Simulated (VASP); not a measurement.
# SiC3 (Pm-3m) in VASP: further runs, part 2 of 2

VASP 6.6.1. Earlier steps stand in the parts before.

## 6. Relaxation of cell and atoms, PBE

This run uses another cell than the first one, of 8.29 Å³/atom, 0.618 times its volume.

INCAR

```
PREC = Accurate ; ENCUT = 600
EDIFF = 1E-6 ; ISMEAR = 0
SIGMA = 0.1 ; LREAL = F
LASPH = T ; NELM = 60
ALGO = Normal ; ISIF = 3
LWAVE = F ; LCHARG = F
GGA = PE ; IBRION = 2
NSW = 100 ; EDIFFG = -0.01
```

KPOINTS

```
regular mesh
0
Gamma
  14 14 14
```

POSCAR

```
SiC3
1.0
    3.2123187759      0.0000000000      0.0000000000
    0.0000000000      3.2123187759      0.0000000000
    0.0000000000      0.0000000000      3.2123187759
Si C
1 3
Direct
    0.0000000000      0.0000000000      0.0000000000
    0.5000000000      0.0000000000      0.5000000000
    0.0000000000      0.5000000000      0.5000000000
    0.5000000000      0.5000000000      0.0000000000
```

Potentials or basis: VASP PAW PBE potentials, release 64 (Si, C).

Command:

```
$ cat potpaw_PBE.64/Si/POTCAR potpaw_PBE.64/C/POTCAR > POTCAR
$ mpirun -np 1 vasp_std > vasp.out
```

OUTCAR:

```text
PREC = Accurate
   ENCUT = 600
   EDIFF = 1E-6
   ISMEAR = 0
   LREAL = F
   LASPH = T
   NELM = 60
   ISIF = 3
   GGA = PE
   IBRION = 2
   NSW = 100
   EDIFFG = -0.01

 ion  position               nearest neighbor table
   1  0.000  0.000  0.000-   2 2.27   3 2.27   4 2.27   2 2.27   3 2.27   3 2.27   4 2.27   3 2.27
                             2 2.27   4 2.27   2 2.27   4 2.27
   2  0.500  0.000  0.500-   1 2.27   1 2.27   1 2.27   1 2.27
   3  0.000  0.500  0.500-   1 2.27   1 2.27   1 2.27   1 2.27
   4  0.500  0.500  0.000-   1 2.27   1 2.27   1 2.27   1 2.27

  LATTYP: Found a simple cubic cell.
 ALAT       =     3.2123187759

  Lattice vectors:

 A1 = (   3.2123187759,   0.0000000000,   0.0000000000)
 A2 = (   0.0000000000,   3.2123187759,   0.0000000000)
[... 277 lines left out ...]
      1      -8.4986      2.00000
      2       2.9601      2.00000
      3       2.9601      2.00000
      4       3.1520      2.00000
      5       3.1520      2.00000
      6       3.1520      2.00000
      7       8.3640      2.00000
      8      11.0092      0.00000
      9      11.0092      0.00000
     10      11.0092      0.00000
     11      13.4263      0.00000
     12      13.4263      0.00000
[... 331 lines left out ...]
 k-point    24 :       0.3571    0.2143    0.0000
  band No.  band energies     occupation
      1      -6.3196      2.00000
      2      -2.8089      2.00000
      3       0.6164      2.00000
      4       3.9516      2.00000
      5       5.2036      2.00000
      6       6.3170      2.00000
      7       8.3584      2.00000
      8       8.5873      2.00000
      9      10.7587      0.00000
     10      11.5075      0.00000
     11      11.8072      0.00000
     12      13.2646      0.00000

 [... further k-points ...]

------------------------ aborting loop because EDIFF is reached ----------------------------------------

  FORCE on cell =-STRESS in cart. coord.  units (eV):
  Direction    XX          YY          ZZ          XY          YZ          ZX
  --------------------------------------------------------------------------------------
  -------------------------------------------------------------------------------------
  Total        0.0002063      0.0002063      0.0002063      0.0000000     -0.0000000      0.0000000
  in kB        0.0100669      0.0100669      0.0100669      0.0000000     -0.0000000      0.0000000
  external PRESSURE =       0.0100669 kB  Pullay stress =       0.0000000 kB
[... 19 lines left out ...]
  FREE ENERGIE OF THE ION-ELECTRON SYSTEM (eV)
  ---------------------------------------------------
  free  energy   TOTEN  =       -20.4930791216 eV

  energy  without entropy=      -20.4858510153  energy(sigma->0) =      -20.48946507

 reached required accuracy - stopping structural energy minimisation
```

OSZICAR:

```text
N       E                     dE             d eps       ncg     rms          rms(c)
DAV:   1     0.349572079992E+02    0.34957E+02   -0.84004E+03  2888   0.134E+03
DAV:   2    -0.175769335112E+02   -0.52534E+02   -0.47327E+02  3656   0.190E+02
DAV:   3    -0.207189350445E+02   -0.31420E+01   -0.29571E+01  3836   0.405E+01
DAV:   4    -0.207995995661E+02   -0.80665E-01   -0.79495E-01  3776   0.603E+00
[... 17 lines left out ...]
DAV:   1    -0.204931262406E+02   -0.11833E-03   -0.25433E-03  2944   0.430E-01    0.506E-02
DAV:   2    -0.204930910424E+02    0.35198E-04   -0.62306E-05  3312   0.630E-02    0.243E-02
DAV:   3    -0.204930803072E+02    0.10735E-04   -0.14287E-05  3288   0.274E-02    0.557E-03
DAV:   4    -0.204930792481E+02    0.10591E-05   -0.11546E-06  1936   0.781E-03    0.132E-03
DAV:   5    -0.204930791216E+02    0.12651E-06   -0.93147E-08  1704   0.283E-03
   3 F= -.20493079E+02 E0= -.20489465E+02  d E =-.155160E-02
```

Wall time 36 s (1 thread of Intel Xeon 6975P-C (Granite Rapids), shared host); peak memory 0.18 GiB.

What came out:

- Free energy: -20.4931 eV
- Relaxed volume: 8.21 Å³/atom
- Relaxed cell: a = 3.202 Å, b = 3.202 Å, c = 3.202 Å, α = 90.00°, β = 90.00°, γ = 90.00°
- Space group after relaxing (to 0.05 Å): Pm-3m (No. 221)
- Energy gained by relaxing: 0.4 meV/atom
- Ionic steps: 3
- Pressure after relaxing: 0.0 GPa
- Band gap on the k mesh: zero (band 8 reaches 11.01 eV, above the bottom of band 9 at 7.60 eV)

Step by step:
| step | energy change (eV) | largest force (eV/Å) | pressure (GPa) | volume (Å³) |
| --- | --- | --- | --- | --- |
| 1 | 0.0000 | 0.0000 | -1.55 | 33.15 |
| 2 | -0.0015 | 0.0000 | 0.34 | 32.76 |
| 3 | -0.0016 | 0.0000 | 0.00 | 32.83 |

Final structure:
```cif
data_structure
_symmetry_space_group_name_H-M 'P 1'
_symmetry_Int_Tables_number 1
_cell_length_a 3.2020
_cell_length_b 3.2020
_cell_length_c 3.2020
_cell_angle_alpha 90.000
_cell_angle_beta 90.000
_cell_angle_gamma 90.000
_cell_volume 32.83
loop_
_atom_site_label
_atom_site_type_symbol
_atom_site_fract_x
_atom_site_fract_y
_atom_site_fract_z
_atom_site_occupancy
Si1 Si 0.00000 0.00000 0.00000 1
C1 C 0.50000 0.00000 0.50000 1
C2 C 0.00000 0.50000 0.50000 1
C3 C 0.50000 0.50000 0.00000 1
```

## 7. Overview

| task | spin | cell | k mesh | cutoff (eV) | gap on the mesh (eV) | pressure (GPa) | moment (μB) | relaxed volume (Å³/atom) |
| --- | --- | --- | --- | --- | --- | --- | --- | --- |
| single point | collinear, ferromagnetic start | a = 3.771 Å, 4 atoms | 4 × 4 × 4 | 520 | none | -26.1 | 0.22 | - |
| relaxation of cell and atoms | off | relaxed from a = 3.185 Å, 4 atoms | 6 × 6 × 6 | 600 | none | 0.0 | - | 8.30 |
| single point | collinear, ferromagnetic start | a = 3.212 Å, 4 atoms | 6 × 6 × 6 | 520 | none | 0.3 | 0.00 | - |
| single point | off | a = 3.202 Å, 4 atoms | 14 × 14 × 14 | 520 | none | 0.1 | - | - |
| relaxation of cell and atoms | off | relaxed from a = 3.212 Å, 4 atoms | 14 × 14 × 14 | 600 | none | 0.0 | - | 8.21 |

Alike in all rows: level PBE; potentials or basis VASP PAW PBE potentials, release 64 (Si, C); smearing gaussian 0.1 eV.

Caveats: some runs use coarse meshes.

Total energies depend on the potentials used, so only differences within one code and one set of settings carry meaning.
